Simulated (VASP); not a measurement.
Set up this calculation in VASP 6.6.1, as the native input.

- Task: single point
- Functional: PBE
- Potentials or basis: VASP PAW PBE potentials, release 64 (Bi_d)
- Cutoff: 520 eV
- k mesh: 6 × 6 × 6
- Occupations: gaussian, width 0.05 eV
- Spin: no spin polarisation
- Dipole correction: no
- Further INCAR settings: ALGO = Normal; EDIFF = 1e-06; NBANDS = 14

The structure of Bi lies in POSCAR:

```
Bi
1.0
    0.0000000000      2.6057589310      2.6057589310
    2.6057589310      0.0000000000      2.6057589310
    2.6057589310      2.6057589310      0.0000000000
Bi
1
Direct
    0.0000000000      0.0000000000      0.0000000000
```

The input as run:

INCAR

```
ALGO = Normal
EDIFF = 1E-6
ENCUT = 520
GGA = PE
ISIF = 2
ISMEAR = 0
LASPH = T
LCHARG = F
LREAL = F
LWAVE = F
NBANDS = 14
NELM = 100
PREC = Accurate
SIGMA = 0.05
```

KPOINTS

```
k-points
0
Gamma
  6 6 6
```

Potentials or basis: VASP PAW PBE potentials, release 64 (Bi_d).

Launch:

```bash
$ cat potpaw_PBE.64/Bi_d/POTCAR > POTCAR
$ mpirun -np 1 vasp_std > vasp.out
```

It gave:

The pressure is -4.8 GPa.

Wall time 3.9 s on 1 thread of AMD EPYC 9R45 96-Core Processor (Zen 5), on a shared host, peak memory 0.12 GiB.
